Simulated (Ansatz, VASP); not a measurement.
**InPd: VASP beside Ansatz**

Contents of INCAR:

```
SYSTEM = InPd
ALGO = Fast
EDIFF = 1E-6
ENCUT = 520
GGA = PS
ISIF = 2
ISMEAR = 0
LASPH = .True.
LCHARG = .True.
LELF = .True.
LREAL = .False.
LVHAR = .True.
LWAVE = .False.
NBANDS = 18
NELM = 60
PREC = Accurate
SIGMA = 0.15
```

Contents of KPOINTS:

```
k-points
0
Gamma
  14 14 14
  0 0 0
```

File POSCAR:

```
InPd
1.0
    3.2844518451      0.0000000000      0.0000000000
    0.0000000000      3.2844518451      0.0000000000
    0.0000000000      0.0000000000      3.1709821748
In Pd
1 1
Direct
   -0.0149022267      0.0000000000      0.0000000000
    0.5160782172      0.5000000000      0.5000000000
```

Input for Ansatz:

```yaml
crystal:
  lattice:
    - [3.2844518451, 0.0, 0.0]
    - [0.0, 3.2844518451, 0.0]
    - [0.0, 0.0, 3.1709821748]
  atoms:
    - { symbol: In, position: [-0.0149022267, 0.0, 0.0] }
    - { symbol: Pd, position: [0.5160782172, 0.5, 0.5] }
basis:
  ecutwfc: 420
kpoints:
  mp_grid: { grid: [14, 14, 14] }
hamiltonian:
  xc: pbesol
scf:
  occupations: { method: gaussian, width: 0.15 }
output:
  forces: true
  stress: true
  eigenvalues: true
```

Change from the starting cell: mode 4 frozen in at -0.052 Å, strain +e along z and -e/2 along x and y -0.0233.

Alike in both runs: task single point; functional PBEsol; k mesh 14 × 14 × 14; occupations gaussian, width 0.15 eV; no spin polarisation.

|  | VASP | Ansatz |
| --- | --- | --- |
| version | VASP 6.6.1 | Ansatz 0.2.0 |
| potentials or method | VASP PAW PBE potentials, release 64 (In_d, Pd), cutoff 520 eV | scalar-relativistic, plane waves, PAW |
| valence electrons in the cell | 23 | 31 |

```tsv
	VASP	Ansatz	Ansatz less VASP
gap on the k mesh at the Fermi level (eV)	none	none	-
pressure (GPa)	0.8	0.7	-0.06
traceless stress, the component that is largest in VASP (GPa)	1.00	1.00	+0.001
rms of the force components (eV/Å)	0.264	0.259	-0.0046
```

VASP's potentials were made for PBE, not for PBEsol. Atom by atom the forces differ by 0.005 eV/Å (rms over components). A gap of «none» marks a metal or a gap that the smearing closes. VASP's potentials hold 23 valence electrons a cell and Ansatz's 31, so a difference there can come from the potentials and not from the codes.
